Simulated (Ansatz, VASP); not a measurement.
**One calculation of Ti, two programs**

```
Ti
1.0
     2.96953    0.00000    0.00000
    -1.48477    2.57169    0.00000
     0.00000    0.00000    4.71703
Ti
2
Direct
  0.33333 0.66667 0.25000
  0.66667 0.33333 0.75000
```

Change from the starting cell: volume scaled by 1.02, crystal datasets.

Alike in both runs: task electric field gradients; functional PBEsol; k mesh 13 × 13 × 7; occupations fermi-dirac, width 0.08 eV; no spin polarisation.

|  | VASP | Ansatz |
| --- | --- | --- |
| version | VASP 6.6.1 | Ansatz 0.2.0 |
| potentials or method | VASP PAW PBE potentials, release 64 (Ti_sv), cutoff 520 eV | all-electron PAW with datasets made for the crystal, scalar-relativistic |

```csv
,VASP,Ansatz,Ansatz less VASP
pressure (GPa),-7.8,-7.7,+0.17
"traceless stress, the component that is largest in VASP (GPa)",-0.35,-0.35,+0.001
size of Vzz on the site where it differs most (V/Å²),15.8,17.2,+1.43
```

VASP's potentials were made for PBE, not for PBEsol. Ansatz ran all-electron here, and VASP with PAW potentials.
